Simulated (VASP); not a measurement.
# Bi in VASP: settings compared

Bi is run at these levels: B3LYP5, LDA, HSE06; tasks: single point.

Everything below comes from runs of VASP 6.6.1. Logs are shortened: lines on timing, memory, paths and dates and some standing lists are left out, and cuts for length are marked.

### Step 1. The cell of the first run

The structure is cubic, space group Im-3m (No. 229). The conventional cell has a = 3.963 Å, b = 3.963 Å, c = 3.963 Å, α = 90.00°, β = 90.00°, γ = 90.00°. Within 4.5 Å of Bi (site symmetry m-3m) lie 14 Bi at 3.43 to 3.96 Å.

This isn't the form of Bi at room conditions, which is rhombohedral.

### Step 2. Single point, B3LYP5

POSCAR

```
Bi
1.0
   -1.9814305318      1.9814305318      1.9814305318
    1.9814305318     -1.9814305318      1.9814305318
    1.9814305318      1.9814305318     -1.9814305318
Bi
1
Direct
    0.0000000000      0.0000000000      0.0000000000
```

INCAR.step1

```
SYSTEM = Bi
PREC     = Accurate       ! precision mode
ENCUT    = 520            ! plane-wave cutoff, eV
EDIFF    = 1E-5           ! SCF threshold, eV
ISMEAR   = -1             ! smearing method
SIGMA    = 0.05           ! smearing width, eV
LREAL    = .False.        ! projectors in reciprocal space
LASPH    = .True.         ! aspherical terms in the spheres
NELM     = 60             ! most SCF steps
ALGO     = Normal         ! electronic algorithm
ISIF     = 2              ! what is computed and relaxed
LWAVE    = .True.         ! write WAVECAR
LCHARG   = .False.        ! write CHGCAR
NBANDS   = 14             ! bands
GGA      = PE             ! functional
```

INCAR.step2

```
SYSTEM = Bi
PREC     = Accurate       ! precision mode
ENCUT    = 520            ! plane-wave cutoff, eV
EDIFF    = 1E-6           ! SCF threshold, eV
ISMEAR   = -1             ! smearing method
SIGMA    = 0.05           ! smearing width, eV
LREAL    = .False.        ! projectors in reciprocal space
LASPH    = .True.         ! aspherical terms in the spheres
NELM     = 60             ! most SCF steps
ALGO     = Normal         ! electronic algorithm
ISIF     = 2              ! what is computed and relaxed
LWAVE    = .False.        ! write WAVECAR
LCHARG   = .False.        ! write CHGCAR
GGA      = B5             ! functional
LHFCALC  = .True.         ! exact exchange
AEXX     = 0.2            ! exact-exchange fraction
AGGAX    = 0.72         
AGGAC    = 0.81         
ALDAC    = 0.19         
PRECFOCK = Normal       
NBANDS   = 14             ! bands
ISTART   = 1
```

KPOINTS

```
Automatic mesh
0
Gamma
  5 5 5
  0 0 0
```

Potentials or basis: VASP PAW PBE potentials, release 64 (Bi_d).

Run with:

```bash
> cat potpaw_PBE.64/Bi_d/POTCAR > POTCAR
> cp INCAR.step1 INCAR
> mpirun -np 1 vasp_std > vasp.out
> cp INCAR.step2 INCAR
> mpirun -np 1 vasp_std > vasp.out
```

OUTCAR:

```text
SYSTEM = Bi
   PREC = Accurate
   ENCUT = 520
   EDIFF = 1E-6
   ISMEAR = -1
   LREAL = .False.
   LASPH = .True.
   NELM = 60
   ISIF = 2
   GGA = B5
   LHFCALC = .True.
   AEXX = 0.2
   PRECFOCK = Normal
   ISTART = 1

 ion  position               nearest neighbor table
   1  0.000  0.000  0.000-

  LATTYP: Found a body centered cubic cell.
 ALAT       =     3.9628610636

  Lattice vectors:

 A1 = (  -1.9814305318,   1.9814305318,   1.9814305318)
 A2 = (   1.9814305318,  -1.9814305318,   1.9814305318)
 A3 = (   1.9814305318,   1.9814305318,  -1.9814305318)

Analysis of symmetry for initial positions (statically):
=====================================================================
 Subroutine PRICEL returns:
 Original cell was already a primitive cell.

 Routine SETGRP: Setting up the symmetry group for a
 body centered cubic supercell.

 Subroutine GETGRP returns: Found 48 space group operations
 (whereof 48 operations were pure point group operations)
 out of a pool of 48 trial point group operations.

The static configuration has the point symmetry O_h .

Analysis of symmetry for dynamics (positions and initial velocities):
=====================================================================
 Subroutine PRICEL returns:
 Original cell was already a primitive cell.

 Routine SETGRP: Setting up the symmetry group for a
 body centered cubic supercell.

 Subroutine GETGRP returns: Found 48 space group operations
 (whereof 48 operations were pure point group operations)
 out of a pool of 48 trial point group operations.

The dynamic configuration has the point symmetry O_h .

 Subroutine INISYM returns: Found 48 space group operations
 (whereof 48 operations are pure point group operations),
 and found     1 'primitive' translations

----------------------------------------------------------------------------------------

                                     Primitive cell

  volume of cell :      31.1169

  direct lattice vectors                    reciprocal lattice vectors
    -1.981430532  1.981430532  1.981430532     0.000000000  0.252342937  0.252342937
     1.981430532 -1.981430532  1.981430532     0.252342937  0.000000000  0.252342937
     1.981430532  1.981430532 -1.981430532     0.252342937  0.252342937  0.000000000

  length of vectors
     3.431938353  3.431938353  3.431938353     0.356866804  0.356866804  0.356866804

  position of ions in fractional coordinates (direct lattice)
[... 78 lines left out ...]
   EFERMI_NEDOS =   21; number of points for ismear=-14 and -15
   IALGO  =     38    algorithm
   IMIX   =      1    mixing-type and parameters
     AMIX     =   0.40;   BMIX     =  1.00
     AMIX_MAG =   1.60;   BMIX_MAG =  1.00
  volume/ion in A,a.u.               =      31.12       209.99
  Fermi-wavevector in a.u.,A,eV,Ry     =   1.283630  2.425708 22.418388  1.647705
  Thomas-Fermi vector in A             =   2.415871
   LORBIT       =      0    0 simple, 1 ext, 2 COOP (PROOUT), +10 PAW based schemes
   GGA     = B5    functional components
   LHFCALC =     T    Hartree Fock is set to
   PRECFOCK=normal    Normal, Fast or Accurate (Low or Medium for compatibility)
   ENCUT4O =  -1.0   cutoff for four orbital integrals eV
   NKREDX  =     1    reduce k-point grid by
   NKREDY  =     1    reduce k-point grid by
   NKREDZ  =     1    reduce k-point grid by
   AEXX    =    0.2000 exact exchange contribution
   HFSCREEN=    0.0000 screening length (either q_TF or 0.3 A-1)
   HFSCREENC=   0.0000 screening length for correlation (either q_TF or 0.3 A-1)
   ENCUTFOCK=  -1.0 apply spherical cutoff to Coloumb kernel
   IVDW    =     0    specifies the selected vdW correction
   LEPSILON=     F    determine dielectric tensor
   LRPA    =     F    only Hartree local field effects (RPA)
 non-spin polarized calculation
  energy-cutoff  :      520.00
  volume of cell :       31.12
 maximum number of plane-waves:       887
 NGX is ok and might be reduce to    28
  NGX = 20; NGY = 20; NGZ = 20

 number of electron      14.9999994 magnetization

 Free energy of the ion-electron system (eV)
  ---------------------------------------------------
  ext. energy  EPLUGINS =         0.00000000
  ---------------------------------------------------
  free energy    TOTEN  =        -3.85594697 eV

  energy without entropy =       -3.84952149  energy(sigma->0) =       -3.85273423

 E-fermi :   8.3094     XC(G=0):  -8.0538

 val. band max:        8.2018056352   @ k =  -0.4000   0.4000   0.2000
 cond. band min:       8.7558505820   @ k =  -0.2000   0.2000   0.2000
 fundamental gap:      0.5540449468
 Fermi energy:         8.3093717808

 k-point     1 :       0.0000    0.0000    0.0000
  band No.  band energies     occupation
      1     -16.8402      2.00000
      2     -16.8402      2.00000
      3     -16.8402      2.00000
      4     -16.6991      2.00000
      5     -16.6991      2.00000
      6      -6.8228      2.00000
      7      14.0196      0.00000
      8      14.0196      0.00000
      9      14.0196      0.00000
     10      18.6772      0.00000
     11      19.9158      0.00000
     12      19.9158      0.00000
     13      19.9158      0.00000
     14      20.8800      0.00000
[... 139 lines left out ...]
      1     -16.8357      2.00000
      2     -16.8223      2.00000
      3     -16.6600      2.00000
      4     -16.6600      2.00000
      5     -16.6550      2.00000
      6      -1.8166      2.00000
      7       5.6247      2.00000
      8       6.3382      2.00000
      9       6.3382      2.00000
     10      12.9550      0.00000
     11      14.7278      0.00000
     12      23.9833      0.00000
     13      25.1697      0.00000
     14      25.1697      0.00000

------------------------ aborting loop because EDIFF is reached ----------------------------------------

  FORCE on cell =-STRESS in cart. coord.  units (eV):
  Direction    XX          YY          ZZ          XY          YZ          ZX
  --------------------------------------------------------------------------------------
  -------------------------------------------------------------------------------------
  Total        0.3802947      0.3802947      0.3802947      0.0000000      0.0000000      0.0000000
  in kB       19.5809746     19.5809746     19.5809746      0.0000000      0.0000000      0.0000000
  external PRESSURE =      19.5809746 kB  Pullay stress =       0.0000000 kB

 VOLUME and BASIS-vectors are now :
 -----------------------------------------------------------------------------
  energy-cutoff  :      520.00
  volume of cell :       31.12
      direct lattice vectors                 reciprocal lattice vectors
    -1.981430532  1.981430532  1.981430532     0.000000000  0.252342937  0.252342937
     1.981430532 -1.981430532  1.981430532     0.252342937  0.000000000  0.252342937
     1.981430532  1.981430532 -1.981430532     0.252342937  0.252342937  0.000000000

 POSITION                                       TOTAL-FORCE (eV/Angst)
 -----------------------------------------------------------------------------------
      0.00000      0.00000      0.00000        -0.000000      0.000000      0.000000
 -----------------------------------------------------------------------------------
    total drift:                               -0.000000      0.000000     -0.000000

  FREE ENERGIE OF THE ION-ELECTRON SYSTEM (eV)
  ---------------------------------------------------
  free  energy   TOTEN  =        -3.8559469737 eV

  energy  without entropy=       -3.8495214933  energy(sigma->0) =       -3.85273423
```

OUTCAR.step1:

```text
SYSTEM = Bi
   PREC = Accurate
   ENCUT = 520
   EDIFF = 1E-5
   ISMEAR = -1
   LREAL = .False.
[... 371 lines left out ...]
 -----------------------------------------------------------------------------------
      0.00000      0.00000      0.00000         0.000000     -0.000000      0.000000
 -----------------------------------------------------------------------------------
    total drift:                                0.000000     -0.000000      0.000000

  FREE ENERGIE OF THE ION-ELECTRON SYSTEM (eV)
  ---------------------------------------------------
  free  energy   TOTEN  =        -3.6567063603 eV

  energy  without entropy=       -3.6356658275  energy(sigma->0) =       -3.64618609
```

OSZICAR.step1:

```text
N       E                     dE             d eps       ncg     rms          rms(c)
DAV:   1     0.116888267804E+03    0.11689E+03   -0.77388E+03   280   0.121E+03
DAV:   2     0.322494864575E+01   -0.11366E+03   -0.10996E+03   286   0.347E+02
DAV:   3    -0.350084373204E+01   -0.67258E+01   -0.66980E+01   348   0.805E+01
DAV:   4    -0.365298383388E+01   -0.15214E+00   -0.15209E+00   334   0.127E+01
DAV:   5    -0.366016209302E+01   -0.71783E-02   -0.71755E-02   418   0.255E+00    0.454E-01
DAV:   6    -0.365690560415E+01    0.32565E-02   -0.82448E-03   364   0.121E+00    0.271E-01
DAV:   7    -0.365662963009E+01    0.27597E-03   -0.49241E-03   376   0.951E-01    0.815E-02
DAV:   8    -0.365670861720E+01   -0.78987E-04   -0.51374E-04   372   0.324E-01    0.102E-02
DAV:   9    -0.365670636033E+01    0.22569E-05   -0.93040E-06   278   0.448E-02
   1 F= -.36567064E+01 E0= -.36461861E+01  d E =-.210405E-01
```

It took 39 min on 1 thread of Intel Xeon 8259CL, shared host; peak memory 0.14 GiB.

Results:

* Free energy: -3.8559 eV
* Pressure: 2.0 GPa
* Band gap on the k mesh: zero (an odd number of electrons rules out a gap without spin polarisation)

Levels at points of the mesh, in eV from the Fermi level:
| k point | band 5 | band 6 | band 7 | band 8 | band 9 | band 10 |
| --- | --- | --- | --- | --- | --- | --- |
| (0.00, 0.00, 0.00) | -25.01 | -15.13 | 5.71 | 5.71 | 5.71 | 10.37 |

Caveat: the k points lie up to 0.45 Å⁻¹ apart, too coarse for converged energies and pressures of a metal; the PAW data sets were made with another functional, which shifts forces and pressure a little; spin-orbit coupling is left out, which moves the levels of the heavy elements.

### Step 3. Single point, LDA, non-collinear spin, zero start, spin-orbit coupling (cell strained by -1.0% along z)

INCAR

```
ALGO     = Normal         # electronic algorithm
EDIFF    = 1E-8           # SCF threshold, eV
ENCUT    = 550            # plane-wave cutoff, eV
GGA      = CA             # functional
GGA_COMPAT= F            
ISIF     = 2              # what is computed and relaxed
ISMEAR   = -1             # smearing method
KPAR     = 2            
LASPH    = T              # aspherical terms in the spheres
LCHARG   = F              # write CHGCAR
LORBIT   = 11             # projections on sites
LREAL    = F              # projectors in reciprocal space
LSORBIT  = T              # spin-orbit coupling
LWAVE    = F              # write WAVECAR
MAGMOM   = 0 0 0          # initial moments
NELM     = 200            # most SCF steps
PREC     = Accurate       # precision mode
SIGMA    = 0.02           # smearing width, eV
```

KPOINTS

```
Automatic mesh
0
Gamma
  19 19 19
  0 0 0
```

POSCAR

```
Bi
1.0
   -1.9814305318      1.9814305318      1.9616162265
    1.9814305318     -1.9814305318      1.9616162265
    1.9814305318      1.9814305318     -1.9616162265
Bi
1
Direct
    0.0000000000      0.0000000000      0.0000000000
```

Potentials or basis: VASP PAW LDA potentials, release 64 (Bi_d).

Run with:

```bash
> cat potpaw_LDA.64/Bi_d/POTCAR > POTCAR
> mpirun -np 2 vasp_ncl > vasp.out
```

OUTCAR:

```text
EDIFF = 1E-8
   ENCUT = 550
   GGA = CA
   ISIF = 2
   ISMEAR = -1
   LASPH = T
   LORBIT = 11
   LREAL = F
   LSORBIT = T
   NELM = 200
   PREC = Accurate

 ion  position               nearest neighbor table
   1  0.000  0.000  0.000-

  LATTYP: Found a body centered tetragonal cell.
 ALAT       =     3.9628610636
 C/A-ratio  =     0.9900000000

  Lattice vectors:

 A1 = (  -1.9814305318,   1.9814305318,   1.9616162265)
 A2 = (   1.9814305318,  -1.9814305318,   1.9616162265)
 A3 = (   1.9814305318,   1.9814305318,  -1.9616162265)

Analysis of symmetry for initial positions (statically):
=====================================================================
 Subroutine PRICEL returns:
 Original cell was already a primitive cell.

[... 823 lines left out ...]
  free  energy   TOTEN  =        -5.2880579436 eV

  energy  without entropy=       -5.2867244254  energy(sigma->0) =       -5.28739118

 Spin-Orbit-Coupling matrix elements

 Ion:    1  E_soc:     -1.7680064
 l=   1
     0.0000000    -0.2272410    -0.2271878
    -0.2272410     0.0000000    -0.2272410
    -0.2271878    -0.2272410     0.0000000
 l=   2
     0.0000000    -0.0135352     0.0000000    -0.0135352    -0.0539046
    -0.0135352     0.0000000    -0.0404470    -0.0135221    -0.0134711
     0.0000000    -0.0404470     0.0000000    -0.0404470     0.0000000
    -0.0135352    -0.0135221    -0.0404470     0.0000000    -0.0134711
    -0.0539046    -0.0134711     0.0000000    -0.0134711     0.0000000
 l=   3
     0.0000000     0.0000000     0.0000000     0.0000000     0.0000000     0.0000000     0.0000000
     0.0000000     0.0000000     0.0000000     0.0000000     0.0000000     0.0000000     0.0000000
     0.0000000     0.0000000     0.0000000     0.0000000     0.0000000     0.0000000     0.0000000
     0.0000000     0.0000000     0.0000000     0.0000000     0.0000000     0.0000000     0.0000000
     0.0000000     0.0000000     0.0000000     0.0000000     0.0000000     0.0000000     0.0000000
     0.0000000     0.0000000     0.0000000     0.0000000     0.0000000     0.0000000     0.0000000
     0.0000000     0.0000000     0.0000000     0.0000000     0.0000000     0.0000000     0.0000000

 total charge

# of ion       s       p       d       tot
------------------------------------------
    1        1.547   1.294   9.919  12.760

 magnetization (x)

# of ion       s       p       d       tot
------------------------------------------
    1        0.000   0.000  -0.000   0.000

 magnetization (y)

# of ion       s       p       d       tot
------------------------------------------
    1       -0.000   0.000   0.000  -0.000

 magnetization (z)

# of ion       s       p       d       tot
------------------------------------------
    1        0.000   0.000   0.000   0.000
```

OSZICAR:

```text
N       E                     dE             d eps       ncg     rms          rms(c)
DAV:   1     0.153663035510E+03    0.15366E+03   -0.81912E+03 24234   0.175E+03
DAV:   2     0.785178932083E+01   -0.14581E+03   -0.14217E+03 24782   0.456E+02
DAV:   3    -0.481774758446E+01   -0.12670E+02   -0.12476E+02 28634   0.147E+02
DAV:   4    -0.526829956547E+01   -0.45055E+00   -0.44966E+00 29978   0.291E+01
DAV:   5    -0.529056934931E+01   -0.22270E-01   -0.22268E-01 35982   0.578E+00    0.456E-01
DAV:   6    -0.528896623795E+01    0.16031E-02   -0.42287E-03 32074   0.871E-01    0.260E-01
DAV:   7    -0.528820822002E+01    0.75802E-03   -0.81217E-04 34866   0.348E-01    0.237E-01
DAV:   8    -0.528806865887E+01    0.13956E-03   -0.10907E-04 37350   0.115E-01    0.202E-02
DAV:   9    -0.528805821515E+01    0.10444E-04   -0.18966E-05 28184   0.892E-02    0.403E-03
DAV:  10    -0.528805800296E+01    0.21219E-06   -0.28909E-07 31798   0.869E-03    0.108E-03
DAV:  11    -0.528805794182E+01    0.61135E-07   -0.63565E-08 33284   0.415E-03    0.260E-04
DAV:  12    -0.528805794361E+01   -0.17853E-08   -0.11113E-09 16976   0.480E-04
   1 F= -.52880579E+01 E0= -.52873912E+01  d E =-.133352E-02  mag=    -0.0000    -0.0000    -0.0000
```

stdout:

```text
POSCAR found type information on POSCAR Bi
 POSCAR found :  1 types and       1 ions
 scaLAPACK will be used
 LDA part: xc-table for (Slater(with rela. corr.)+CA(PZ))
 , standard interpolation
 POSCAR, INCAR and KPOINTS ok, starting setup
 FFT: planning ... GRIDC
 FFT: planning ... GRID_SOFT
 FFT: planning ... GRID
 WAVECAR not read
 entering main loop
```

Wall time 8 min (2 MPI ranks of Intel Xeon Platinum 8259CL at 2.50GHz (Skylake/Cascade Lake), shared host); peak memory 0.62 GiB.

What came out:

| Property | Result |
| --- | --- |
| Free energy | -5.2881 eV |
| Pressure | -1.5 GPa |
| Net moment | 0.00 μB per cell |
| Valence electrons inside the program's atomic spheres | Bi 12.76 |

Moments on the atoms (μB; x, y, z):
```
Bi  0.00 0.00 0.00
```

Caveat: the cell differs from its parent crystal (cell strained by -1.0% along z).

(Part 1 of 2 ends here.)

The gap in the log of VASP goes by the Fermi energy; the results here count the filled bands.